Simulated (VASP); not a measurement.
**BaTe: single point with r2SCAN**

Crystal: BaTe.

```
Ba Te
1.0
     0.00000    3.32905    3.32905
     3.32905    0.00000    3.32905
     3.32905    3.32905    0.00000
Ba Te
1 1
Direct
  0.00000 0.00000 0.00000
  0.50000 0.50000 0.50000
```

```yaml
Program: VASP 6.6.1
Task: single point
Functional: r2SCAN
Potentials_or_basis: VASP PAW PBE potentials, release 64 (Ba_sv, Te)
Cutoff: 520 eV
k_mesh: 8 × 8 × 8
Occupations: gaussian, width 0.02 eV
Spin: no spin polarisation
```

```json
{"Pressure": "8.6 GPa", "Band gap on the k mesh": "1.48 eV, indirect (least direct gap 1.84 eV)"}
```

Levels at points of the mesh, in eV from the valence-band top:
```tsv
k point	band 4	band 5	band 6	band 7	band 8	band 9	band 10	band 11	band 12	band 13
(0.00, 0.00, 0.00)	-12.23	-10.20	0.00	0.00	0.00	3.19	3.19	3.19	4.04	4.04
(0.50, 0.00, 0.00)	-12.24	-8.86	-2.67	-1.48	-1.48	4.85	5.64	5.71	5.71	7.84
(0.50, 0.50, 0.00)	-12.39	-9.95	-1.14	-0.36	-0.36	1.48	5.15	6.10	6.78	6.78
```

Run time: 65 s on 1 thread of Intel(R) Xeon(R) 6975P-C (Granite Rapids), with other jobs on the host, peak memory 0.23 GiB.

Caveat: the PAW data sets were made with another functional, which shifts forces and pressure a little; spin-orbit coupling is left out, which moves the levels of the heavy elements. r2SCAN opens gaps a little over a GGA but as a rule still falls short of measured ones.
